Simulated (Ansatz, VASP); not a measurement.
# Cd2As in VASP and in Ansatz

Contents of INCAR:

```
SYSTEM = Cd2As
PREC = Accurate ; ENCUT = 600
EDIFF = 1E-7 ; ISMEAR = 0
SIGMA = 0.1 ; LREAL = .False.
LASPH = .True. ; NELM = 80
ALGO = Fast ; ISIF = 3
LWAVE = .False. ; LCHARG = .False.
GGA = PE ; IBRION = 2
NSW = 100 ; EDIFFG = -0.01
```

The input KPOINTS:

```
Automatic mesh
0
Gamma
  8 8 8
  0 0 0
```

File POSCAR:

```
Cd2As
1.0
    0.0000000000      4.1038362557      4.1038362557
    4.1038362557      0.0000000000      4.1038362557
    4.1038362557      4.1038362557      0.0000000000
Cd As
4 2
Direct
    0.6250000000      0.6250000000      0.6250000000
    0.1250000000      0.6250000000      0.6250000000
    0.6250000000      0.6250000000      0.1250000000
    0.6250000000      0.1250000000      0.6250000000
    0.0000000000      0.0000000000      0.0000000000
    0.2500000000      0.2500000000      0.2500000000
```

Input for Ansatz:

```yaml
crystal:
  lattice:
    - [0.0, 4.1038362557, 4.1038362557]
    - [4.1038362557, 0.0, 4.1038362557]
    - [4.1038362557, 4.1038362557, 0.0]
  atoms:
    - { symbol: Cd, position: [0.625, 0.625, 0.625] }
    - { symbol: Cd, position: [0.125, 0.625, 0.625] }
    - { symbol: Cd, position: [0.625, 0.625, 0.125] }
    - { symbol: Cd, position: [0.625, 0.125, 0.625] }
    - { symbol: As, position: [0.0, 0.0, 0.0] }
    - { symbol: As, position: [0.25, 0.25, 0.25] }
basis:
  ecutwfc: 420
kpoints:
  mp_grid: { grid: [8, 8, 8] }
hamiltonian:
  xc: pbe
scf:
  occupations: { method: gaussian, width: 0.1 }
output:
  forces: true
  stress: true
  eigenvalues: true
relax:
  adjacent_minimum: "off"
  f_tol: 0.01
  max_steps: 80
  cell: { stress_tol: 0.05 }
```

Alike in both runs: task relaxation of cell and atoms; functional PBE; k mesh 8 × 8 × 8; occupations gaussian, width 0.1 eV; no spin polarisation.

|  | VASP | Ansatz |
| --- | --- | --- |
| version | VASP 6.6.1 | Ansatz 0.2.0 |
| potentials or method | VASP PAW PBE potentials, release 64 (Cd, As), cutoff 600 eV | scalar-relativistic, plane waves, PAW |
| valence electrons in the cell | 58 | 110 |

```tsv
	VASP	Ansatz	Ansatz less VASP
gap on the k mesh at the Fermi level, each at its own relaxed structure (eV)	none	none	-
relaxed volume (Å³/atom)	22.62	22.54	-0.086
relaxed length of the cell vector where the two differ most in proportion (Å)	5.768	5.761	-0.0073
```

A gap of «none» marks a metal or a gap that the smearing closes. VASP's potentials hold 58 valence electrons a cell and Ansatz's 110, so a difference there can come from the potentials and not from the codes.
